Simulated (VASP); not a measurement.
# LiF (I4/mmm) in VASP: single point with HSE06

Aim: the single point of LiF with HSE06.

All numbers are computed with VASP 6.6.1; they aren't measurements. Logs are shortened: lines on timing, memory, paths and dates and some standing lists are left out, and cuts for length are marked.

## Step 1: The cell of the first run

Symmetry: I4/mmm, No. 139, tetragonal system. Conventional cell: a = 2.896 Å, b = 2.896 Å, c = 3.924 Å, α = 90.00°, β = 90.00°, γ = 90.00°. Within 2.6 Å of Li (site symmetry 4/mmm) lie 6 F at 1.96 to 2.05 Å. Within 2.6 Å of F (site symmetry 4/mmm) lie 6 Li at 1.96 to 2.05 Å.

## Step 2: Single point, HSE06 (epitaxial xy strain +2.7%)

Input file POSCAR:

```
LiF
1.0
    0.0000000000      2.0479353318      1.9619039686
    2.0479353318      0.0000000000      1.9619039686
    2.0479353318      2.0479353318      0.0000000000
Li F
1 1
Direct
    0.0000000000      0.0000000000      0.0000000000
    0.5000000000      0.5000000000      0.5000000000
```

Input file INCAR.step1:

```
SYSTEM = LiF
ALGO     = Normal         ! electronic algorithm
EDIFF    = 1E-5           ! SCF threshold, eV
ENCUT    = 520            ! plane-wave cutoff, eV
GGA      = PE             ! functional
ISIF     = 2              ! what is computed and relaxed
ISMEAR   = 0              ! smearing method
LASPH    = .True.         ! aspherical terms in the spheres
LREAL    = .False.        ! projectors in reciprocal space
LWAVE    = .True.         ! write WAVECAR
NBANDS   = 12             ! bands
NELM     = 100            ! most SCF steps
PREC     = Accurate       ! precision mode
SIGMA    = 0.01           ! smearing width, eV
```

Input file INCAR.step2:

```
SYSTEM = LiF
ALGO     = Normal         ! electronic algorithm
EDIFF    = 1E-6           ! SCF threshold, eV
ENCUT    = 520            ! plane-wave cutoff, eV
GGA      = PE             ! functional
HFSCREEN = 0.2079         ! screening, 1/A
ISIF     = 2              ! what is computed and relaxed
ISMEAR   = 0              ! smearing method
ISTART   = 1            
LASPH    = .True.         ! aspherical terms in the spheres
LCHARG   = .True.         ! write CHGCAR
LELF     = .True.         ! ELF
LHFCALC  = .True.         ! exact exchange
LREAL    = .False.        ! projectors in reciprocal space
LVHAR    = .True.       
LWAVE    = .False.        ! write WAVECAR
NBANDS   = 12             ! bands
NELM     = 100            ! most SCF steps
PREC     = Accurate       ! precision mode
PRECFOCK = Normal       
SIGMA    = 0.01           ! smearing width, eV
```

Input file KPOINTS:

```
k-points
0
Gamma
  8 8 8
  0 0 0
```

Potentials or basis: VASP PAW PBE potentials, release 64 (Li_sv, F).

Launch:

```console
cat potpaw_PBE.64/Li_sv/POTCAR potpaw_PBE.64/F/POTCAR > POTCAR
cp INCAR.step1 INCAR
mpirun -np 1 vasp_std > vasp.out
cp INCAR.step2 INCAR
mpirun -np 1 vasp_std > vasp.out
```

OUTCAR:

```text
SYSTEM = LiF
   EDIFF = 1E-6
   ENCUT = 520
   GGA = PE
   HFSCREEN = 0.2079
   ISIF = 2
   ISMEAR = 0
   ISTART = 1
   LASPH = .True.
   LHFCALC = .True.
   LREAL = .False.
   NELM = 100
   PREC = Accurate
   PRECFOCK = Normal

 ion  position               nearest neighbor table
   1  0.000  0.000  0.000-   2 1.96   2 1.96   2 2.05   2 2.05   2 2.05   2 2.05
   2  0.500  0.500  0.500-   1 1.96   1 1.96   1 2.05   1 2.05   1 2.05   1 2.05

  LATTYP: Found a body centered tetragonal cell.
 ALAT       =     2.8962179211
 C/A-ratio  =     1.3548041080

  Lattice vectors:

 A1 = (   0.0000000000,  -2.0479353318,  -1.9619039686)
 A2 = (   0.0000000000,   2.0479353318,  -1.9619039686)
 A3 = (   2.0479353318,   0.0000000000,   1.9619039686)

Analysis of symmetry for initial positions (statically):
=====================================================================
 Subroutine PRICEL returns:
 Original cell was already a primitive cell.

 Routine SETGRP: Setting up the symmetry group for a
 body centered tetragonal supercell.

 Subroutine GETGRP returns: Found 16 space group operations
 (whereof 16 operations were pure point group operations)
 out of a pool of 16 trial point group operations.

The static configuration has the point symmetry D_4h.

Analysis of symmetry for dynamics (positions and initial velocities):
=====================================================================
 Subroutine PRICEL returns:
 Original cell was already a primitive cell.

 Routine SETGRP: Setting up the symmetry group for a
 body centered tetragonal supercell.

 Subroutine GETGRP returns: Found 16 space group operations
 (whereof 16 operations were pure point group operations)
 out of a pool of 16 trial point group operations.

The dynamic configuration has the point symmetry D_4h.

 Subroutine INISYM returns: Found 16 space group operations
 (whereof 16 operations are pure point group operations),
 and found     1 'primitive' translations

----------------------------------------------------------------------------------------

                                     Primitive cell

  volume of cell :      16.4566

  direct lattice vectors                    reciprocal lattice vectors
     0.000000000  2.047935332  1.961903969    -0.244148334  0.244148334  0.254854472
     2.047935332  0.000000000  1.961903969     0.244148334 -0.244148334  0.254854472
     2.047935332  2.047935332  0.000000000     0.244148334  0.244148334 -0.254854472

  length of vectors
     2.836037078  2.836037078  2.896217921     0.429147551  0.429147551  0.429147551

  position of ions in fractional coordinates (direct lattice)
     0.000000000  0.000000000  0.000000000
     0.500000000  0.500000000  0.500000000

  ion indices of the primitive-cell ions
   primitive index   ion index
                 1           1
                 2           2

----------------------------------------------------------------------------------------

 KPOINTS: k-points

Automatic generation of k-mesh.
 Grid dimensions read from file:
 generate k-points for:    8    8    8

 Generating k-lattice:

  Cartesian coordinates                     Fractional coordinates (reciprocal lattice)
    -0.030518542  0.030518542  0.031856809     0.125000000 -0.000000000  0.000000000
     0.030518542 -0.030518542  0.031856809    -0.000000000  0.125000000  0.000000000
     0.030518542  0.030518542 -0.031856809     0.000000000  0.000000000  0.125000000

  Length of vectors
     0.053643444  0.053643444  0.053643444

  Shift w.r.t. Gamma in fractional coordinates (k-lattice)
     0.000000000  0.000000000  0.000000000

 Subroutine IBZKPT returns following result:
 ===========================================

 Found     59 irreducible k-points:

 Following reciprocal coordinates:
            Coordinates               Weight
  0.000000  0.000000  0.000000      1.000000
  0.125000 -0.000000  0.000000      8.000000
  0.250000 -0.000000  0.000000      8.000000
  0.375000  0.000000  0.000000      8.000000
  0.500000 -0.000000  0.000000      4.000000
  0.125000  0.125000  0.000000      2.000000
[... 16 lines left out ...]
  0.250000 -0.000000  0.125000     16.000000
  0.375000  0.000000  0.125000     16.000000
 [... further k-points ...]
   k-points           NKPTS =     59   k-points in BZ     NKDIM =    512   number of bands    NBANDS=     12
   number of dos      NEDOS =    301   number of ions     NIONS =      2
   total plane-waves  NPLWV =  13824
   dimension x,y,z NGX =    24 NGY =   24 NGZ =   24
   dimension x,y,z NGXF=    48 NGYF=   48 NGZF=   48
   ions per type =               1   1
   NGX,Y,Z   is equivalent  to a cutoff of  14.07, 14.07, 13.78 a.u.
   NGXF,Y,Z  is equivalent  to a cutoff of  28.14, 28.14, 27.55 a.u.
 SYSTEM =  LiF
   PREC   = accura    normal or accurate (medium, high low for compatibility)
   ISTART =      1    job   : 0-new  1-cont  2-samecut
   ICHARG =      0    charge: 1-file 2-atom 10-const
   ISPIN  =      1    spin polarized calculation?
   LNONCOLLINEAR =      F non collinear calculations
   LSORBIT =      F    spin-orbit coupling
   LASPH  =      T    aspherical Exc in radial PAW
   ENCUT  =  520.0 eV  38.22 Ry    6.18 a.u.   5.27  5.27  5.39*2*pi/ulx,y,z
   NELM   =    100;   NELMIN=  2; NELMDL=  0     # of ELM steps
   EDIFF  = 0.1E-05   stopping-criterion for ELM
   LREAL  =      F    real-space projection
   EDIFFG = 0.1E-04   stopping-criterion for IOM
   NSW    =      0    number of steps for IOM
   IBRION =     -1    ionic relax: 0-MD 1-quasi-New 2-CG
   NFREE  =      0    steps in history (QN), initial steepest desc. (CG)
   ISIF   =      2    stress and relaxation
   ISYM   =      3    0-nonsym 1-usesym 2-fastsym
   POTIM  = 0.5000    time-step for ionic-motion
   TEBEG  =    0.0;   TEEND  =   0.0 temperature during run
   PSTRESS=    0.0 pullay stress
   NELECT =      10.0000    total number of electrons
   NUPDOWN=      -1.0000    fix difference up-down
   EMIN   =  10.00;   EMAX   =-10.00  energy-range for DOS
   EFERMI =   0.00;   METHOD = LEGACY
   ISMEAR =     0;   SIGMA  =   0.01  broadening in eV -4-tet -1-fermi 0-gaus
   EFERMI_NEDOS =   21; number of points for ismear=-14 and -15
   IALGO  =     38    algorithm
   IMIX   =      1    mixing-type and parameters
     AMIX     =   0.40;   BMIX     =  1.00
     AMIX_MAG =   1.60;   BMIX_MAG =  1.00
  volume/ion in A,a.u.               =       8.23        55.53
  Fermi-wavevector in a.u.,A,eV,Ry     =   1.386633  2.620356 26.160604  1.922750
  Thomas-Fermi vector in A             =   2.510930
   LORBIT       =      0    0 simple, 1 ext, 2 COOP (PROOUT), +10 PAW based schemes
   GGA     = PE    functional components
   LHFCALC =     T    Hartree Fock is set to
   PRECFOCK=normal    Normal, Fast or Accurate (Low or Medium for compatibility)
   ENCUT4O =  -1.0   cutoff for four orbital integrals eV
   NKREDX  =     1    reduce k-point grid by
   NKREDY  =     1    reduce k-point grid by
   NKREDZ  =     1    reduce k-point grid by
   AEXX    =    0.2500 exact exchange contribution
   HFSCREEN=    0.2079 screening length (either q_TF or 0.3 A-1)
   HFSCREENC=   0.2079 screening length for correlation (either q_TF or 0.3 A-1)
   ENCUTFOCK=  -1.0 apply spherical cutoff to Coloumb kernel
   IVDW    =     0    specifies the selected vdW correction
   LEPSILON=     F    determine dielectric tensor
   LRPA    =     F    only Hartree local field effects (RPA)
 non-spin polarized calculation
 Gauss-broadening in eV      SIGMA  =   0.01
  energy-cutoff  :      520.00
  volume of cell :       16.46
 maximum number of plane-waves:       457
 NGX is ok and might be reduce to    24
  NGX = 16; NGY = 16; NGZ = 18

 number of electron       9.9999990 magnetization

 Free energy of the ion-electron system (eV)
  ---------------------------------------------------
  ext. energy  EPLUGINS =         0.00000000
  ---------------------------------------------------
  free energy    TOTEN  =       -11.38215203 eV

  energy without entropy =      -11.38215203  energy(sigma->0) =      -11.38215203

 E-fermi :  -2.6360     XC(G=0):  -8.1355

 val. band max:       -2.7372811862   @ k =   0.0000   0.0000   0.0000
 cond. band min:       8.5339172858   @ k =   0.0000   0.0000   0.0000
 fundamental gap:     11.2711984720
 Fermi energy:        -2.6359729152

 k-point     1 :       0.0000    0.0000    0.0000
  band No.  band energies     occupation
      1     -45.7598      2.00000
      2     -24.3301      2.00000
      3      -2.8632      2.00000
      4      -2.7373      2.00000
      5      -2.7373      2.00000
      6       8.5339      0.00000
      7      23.3988      0.00000
      8      23.3988      0.00000
      9      23.8876      0.00000
     10      23.8876      0.00000
     11      24.2331      0.00000
     12      24.4614      0.00000

 k-point     2 :       0.1250   -0.0000    0.0000
  band No.  band energies     occupation
      1     -45.7513      2.00000
      2     -24.2683      2.00000
      3      -3.2343      2.00000
      4      -2.8374      2.00000
      5      -2.7872      2.00000
      6       8.9898      0.00000
      7      20.2328      0.00000
      8      21.6941      0.00000
      9      22.4492      0.00000
     10      25.1726      0.00000
     11      25.2891      0.00000
     12      25.6457      0.00000

 k-point     3 :       0.2500   -0.0000    0.0000
  band No.  band energies     occupation
      1     -45.7307      2.00000
      2     -24.1141      2.00000
      3      -4.2000      2.00000
      4      -2.9048      2.00000
      5      -2.9015      2.00000
      6       9.8489      0.00000
      7      17.6049      0.00000
      8      19.8498      0.00000
      9      20.6837      0.00000
     10      26.6170      0.00000
     11      27.1982      0.00000
     12      27.4402      0.00000
[... 286 lines left out ...]
 k-point    23 :       0.2500   -0.0000    0.1250
  band No.  band energies     occupation
      1     -45.7331      2.00000
      2     -24.1172      2.00000
      3      -3.9472      2.00000
      4      -3.1153      2.00000
      5      -3.0023      2.00000
      6      10.0338      0.00000
      7      18.2151      0.00000
      8      20.0440      0.00000
      9      20.7934      0.00000
     10      23.1457      0.00000
     11      29.0135      0.00000
     12      29.3923      0.00000

 k-point    24 :       0.3750    0.0000    0.1250
  band No.  band energies     occupation
      1     -45.7126      2.00000
      2     -23.9514      2.00000
      3      -4.8187      2.00000
      4      -3.2269      2.00000
      5      -3.1459      2.00000
      6      10.7663      0.00000
      7      16.5358      0.00000
      8      18.9123      0.00000
      9      19.7674      0.00000
     10      25.3377      0.00000
     11      30.4878      0.00000
     12      30.9847      0.00000

 [... further k-points ...]
[... 5 lines left out ...]
  --------------------------------------------------------------------------------------
  -------------------------------------------------------------------------------------
  Total       -0.2411889     -0.2411889      0.0855289      0.0000000     -0.0000000     -0.0000000
  in kB      -23.4816008    -23.4816008      8.3268982      0.0000000     -0.0000000     -0.0000000
  external PRESSURE =     -12.8787678 kB  Pullay stress =       0.0000000 kB

 VOLUME and BASIS-vectors are now :
 -----------------------------------------------------------------------------
  energy-cutoff  :      520.00
  volume of cell :       16.46
      direct lattice vectors                 reciprocal lattice vectors
     0.000000000  2.047935332  1.961903969    -0.244148334  0.244148334  0.254854472
     2.047935332  0.000000000  1.961903969     0.244148334 -0.244148334  0.254854472
     2.047935332  2.047935332  0.000000000     0.244148334  0.244148334 -0.254854472

 POSITION                                       TOTAL-FORCE (eV/Angst)
 -----------------------------------------------------------------------------------
      0.00000      0.00000      0.00000         0.000000     -0.000000     -0.000000
      2.04794      2.04794      1.96190        -0.000000      0.000000      0.000000
 -----------------------------------------------------------------------------------
    total drift:                               -0.000000     -0.000000      0.000001

  FREE ENERGIE OF THE ION-ELECTRON SYSTEM (eV)
  ---------------------------------------------------
  free  energy   TOTEN  =       -11.3821520291 eV

  energy  without entropy=      -11.3821520291  energy(sigma->0) =      -11.38215203
```

Wall time 28 min (1 thread of Intel Xeon Platinum 8375C at 2.90GHz (Ice Lake), shared host); peak memory 0.25 GiB.

Results:

| Item | Value |
| --- | --- |
| Free energy | -11.3822 eV |
| Band gap on the k mesh | 11.27 eV |

Levels at points of the mesh, in eV from the valence-band top:
| k point | band 1 | band 2 | band 3 | band 4 | band 5 | band 6 | band 7 | band 8 | band 9 | band 10 |
| --- | --- | --- | --- | --- | --- | --- | --- | --- | --- | --- |
| (0.00, 0.00, 0.00) | -43.02 | -21.59 | -0.13 | 0.00 | 0.00 | 11.27 | 26.14 | 26.14 | 26.62 | 26.62 |
| (0.50, 0.00, 0.00) | -42.96 | -21.15 | -2.67 | -0.33 | -0.24 | 13.02 | 19.26 | 20.91 | 21.71 | 32.77 |
| (0.50, 0.50, 0.00) | -42.94 | -20.84 | -3.11 | -1.17 | -1.17 | 17.85 | 18.29 | 19.93 | 22.42 | 22.42 |
| (0.50, 0.00, 0.50) | -42.95 | -20.90 | -3.14 | -1.18 | -0.90 | 17.02 | 18.91 | 19.83 | 22.68 | 23.41 |

Caveat: the cell differs from its parent crystal (epitaxial xy strain +2.7%); the cutoff is under 1.25 times the usual one of these potentials, so pressure, stress and relaxed cells hold a basis-set (Pulay) error; the PAW data sets were made with another functional, which shifts forces and pressure a little. A k mesh can miss the band edges.
